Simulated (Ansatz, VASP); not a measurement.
**Two plane-wave programs on Al**

File INCAR:

```
PREC     = Accurate       # precision mode
ENCUT    = 520            # plane-wave cutoff, eV
EDIFF    = 1E-6           # SCF threshold, eV
ISMEAR   = 0              # smearing method
SIGMA    = 0.15           # smearing width, eV
LREAL    = F              # projectors in reciprocal space
LASPH    = T              # aspherical terms in the spheres
NELM     = 80             # most SCF steps
ALGO     = Normal         # electronic algorithm
ISIF     = 2              # what is computed and relaxed
LWAVE    = F              # write WAVECAR
LCHARG   = F              # write CHGCAR
NBANDS   = 8              # bands
```

Contents of KPOINTS:

```
regular mesh
0
Gamma
  22 22 22
```

File POSCAR:

```
Al
1.0
   -1.4391822556      1.4391822556      1.8008487565
    1.4391822556     -1.4391822556      1.8008487565
    1.4391822556      1.4391822556     -1.8008487565
Al
1
Direct
    0.0000000000      0.0000000000      0.0000000000
```

Input for Ansatz:

```yaml
crystal:
  lattice:
    - [-1.4391822556, 1.4391822556, 1.8008487565]
    - [1.4391822556, -1.4391822556, 1.8008487565]
    - [1.4391822556, 1.4391822556, -1.8008487565]
  atoms:
    - { symbol: Al, position: [0.0, 0.0, 0.0] }
basis:
  ecutwfc: 420
kpoints:
  mp_grid: { grid: [22, 22, 22] }
hamiltonian:
  xc: lda
scf:
  occupations: { method: gaussian, width: 0.15 }
output:
  forces: true
  stress: true
  eigenvalues: true
```

Alike in both runs: task single point; functional LDA; k mesh 22 × 22 × 22; occupations gaussian, width 0.15 eV; no spin polarisation.

|  | VASP | Ansatz |
| --- | --- | --- |
| version | VASP 6.6.1 | Ansatz 0.2.0 |
| potentials or method | VASP PAW LDA potentials, release 64 (Al), cutoff 520 eV | scalar-relativistic, plane waves, PAW |
| valence electrons in the cell | 3 | 3 |

|  | VASP | Ansatz | Ansatz less VASP |
| --- | --- | --- | --- |
| gap on the k mesh at the Fermi level (eV) | none | none | - |
| pressure (GPa) | 6.5 | 6.4 | -0.12 |
| traceless stress, the component that is largest in VASP (GPa) | 5.03 | 5.00 | -0.032 |

LDA's correlation is that of Perdew and Zunger in VASP and of Perdew and Wang (1992) in Ansatz. A gap of «none» marks a metal or a gap that the smearing closes.
